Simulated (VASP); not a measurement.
Write the native input for VASP 6.6.1 that does the following.

* Task: relaxation of cell and atoms
* Functional: PBE
* Potentials or basis: VASP PAW PBE potentials, release 64 (Hf_pv, Nb_sv, Te)
* Cutoff: 500 eV
* k mesh: 3 × 3 × 4
* Occupations: gaussian, width 0.1 eV
* Spin: no spin polarisation
* Dipole correction: no
* Further INCAR settings: ALGO = Normal; EDIFF = 1e-07; IBRION = 2; EDIFFG = -0.04; NSW = 90; ISIF = 3

The structure of HfNbTe4 lies in POSCAR:

```
HfNbTe4
1.0
    6.3059718700      0.0000000000      0.0000000000
   -3.1529859300      5.4611318300      0.0000000000
    0.0000000000      0.0000000000      4.9675743100
Hf Nb Te
1 1 4
Direct
    0.0000000000      0.0000000000      0.0000000000
    0.3333333300      0.6666666700      0.0000000000
    0.6666666700      0.3333333300      0.0000000000
    0.0045345200      0.5022672600      0.5000000000
    0.4977327400      0.5022672600      0.5000000000
    0.4977327400      0.9954654800      0.5000000000
```

The cell was generated, and may not be a known phase.

These files were run (other wordings do the same):

INCAR

```
SYSTEM = HfNbTe4
PREC = Accurate ; ENCUT = 500
EDIFF = 1E-7 ; ISMEAR = 0
SIGMA = 0.1 ; LREAL = .False.
LASPH = .True. ; NELM = 120
ALGO = Normal ; ISIF = 3
LWAVE = .False. ; LCHARG = .False.
GGA = PE ; IBRION = 2
NSW = 90 ; EDIFFG = -0.04
GGA_COMPAT = .False. ; NELMIN = 4
```

KPOINTS

```
regular mesh
0
Gamma
  3 3 4
  0 0 0
```

Potentials or basis: VASP PAW PBE potentials, release 64 (Hf_pv, Nb_sv, Te).

Run with:

```console
$ cat potpaw_PBE.64/Hf_pv/POTCAR potpaw_PBE.64/Nb_sv/POTCAR potpaw_PBE.64/Te/POTCAR > POTCAR
$ mpirun -np 1 vasp_std > vasp.out
```

It gave:

The relaxed volume is 27.58 Å³/atom and the relaxed cell is a = 6.236 Å, b = 6.236 Å, c = 4.914 Å, α = 90.00°, β = 90.00°, γ = 120.00°. The space group after relaxing (to 0.1 Å) is P-6m2 (No. 187), the energy gained by relaxing is 28.4 meV/atom and the ionic steps are 6. The pressure after relaxing is 0.0 GPa. The largest force after relaxing is 0.003 eV/Å and the band gap on the k mesh is zero (an odd number of electrons rules out a gap without spin polarisation).

Caveat: the k points lie up to 0.39 Å⁻¹ apart in the final cell, too coarse for converged energies and pressures of a metal; spin-orbit coupling is left out, which moves the levels of the heavy elements; an odd number of electrons without spin polarisation forces a metal; a magnetic or distorted state may lie lower.

It took 13 min on 1 thread of Intel Xeon 8259CL, on a shared host, peak memory 0.31 GiB.
